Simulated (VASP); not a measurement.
Here is a VASP 6.6.1 calculation.

The input INCAR:

```
SYSTEM = SnO2
ALGO = Normal ; EDIFF = 1E-6
ENCUT = 520 ; GGA = PE
ISIF = 2 ; ISMEAR = 0
IVDW = 12 ; LASPH = .TRUE.
LCHARG = .FALSE. ; LREAL = .FALSE.
LWAVE = .FALSE. ; NBANDS = 35
NELM = 100 ; PREC = Accurate
SIGMA = 0.05
```

KPOINTS

```
k-points
0
G
  12 12 4
  0 0 0
```

File POSCAR:

```
SnO2
1.0
    3.2115702651      0.0000000000      0.0000000000
   -1.6057851326      2.7813014356      0.0000000000
    0.0000000000      0.0000000000     10.3427560363
Sn O
2 4
Direct
    0.0946155598      0.1892311195      0.5278548174
    0.0000000000      0.0000000000      0.0000000000
    0.6666666667      0.3333333333      0.4018666787
    0.6666666667      0.3333333333      0.0981333213
    0.3333333333      0.6666666667      0.5981333213
    0.3333333333      0.6666666667      0.9018666787
```

Potentials or basis: VASP PAW PBE potentials, release 64 (Sn_d, O).

Launch:

```console
$ cat potpaw_PBE.64/Sn_d/POTCAR potpaw_PBE.64/O/POTCAR > POTCAR
$ mpirun -np 1 vasp_std > vasp.out
```

(1) Estimate the pressure.

(2) Estimate the dispersion energy per atom.

(3) Predict the largest force.

## Answers

(1) 22.6 GPa.

(2) -0.165 eV.

(3) 29.114 eV/Å.

Caveat: the cell differs from its parent crystal (atom 1 (Sn) moved -0.600 Å towards its neighbour atom 3 (O) at 2.114 Å); the cell stands under pressure; forces of over 1 eV/Å act on the atoms, so gaps and moduli don't describe the material at rest.
